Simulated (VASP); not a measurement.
Input of a VASP 6.6.1 run:

Contents of INCAR:

```
ALGO = Normal
EDIFF = 1E-6
ENCUT = 520
GGA = PE
ISIF = 2
ISMEAR = 0
LASPH = T
LCHARG = T
LELF = T
LREAL = F
LVHAR = T
LWAVE = F
NBANDS = 15
NELM = 80
PREC = Accurate
SIGMA = 0.1
```

Contents of KPOINTS:

```
k-points
0
Gamma
  16 16 16
```

File POSCAR:

```
TaN
1.0
    0.0000000000      2.2086264170      2.2086264170
    2.2086264170      0.0000000000      2.2086264170
    2.2086264170      2.2086264170      0.0000000000
Ta N
1 1
Direct
    0.0000000000      0.0000000000      0.0000000000
    0.5000000000      0.5000000000      0.5000000000
```

Potentials or basis: VASP PAW PBE potentials, release 64 (Ta_pv, N).

Launch:

```bash
$ cat potpaw_PBE.64/Ta_pv/POTCAR potpaw_PBE.64/N/POTCAR > POTCAR
$ mpirun -np 1 vasp_std > vasp.out
```

Question: What does it give for the pressure?

Answer: 0.8 GPa.

Question: Estimate the band gap on the k mesh.

Answer: Zero (band 8 reaches 11.26 eV, above the bottom of band 9 at 7.33 eV).

Caveat: spin-orbit coupling is left out, which moves the levels of the heavy elements.
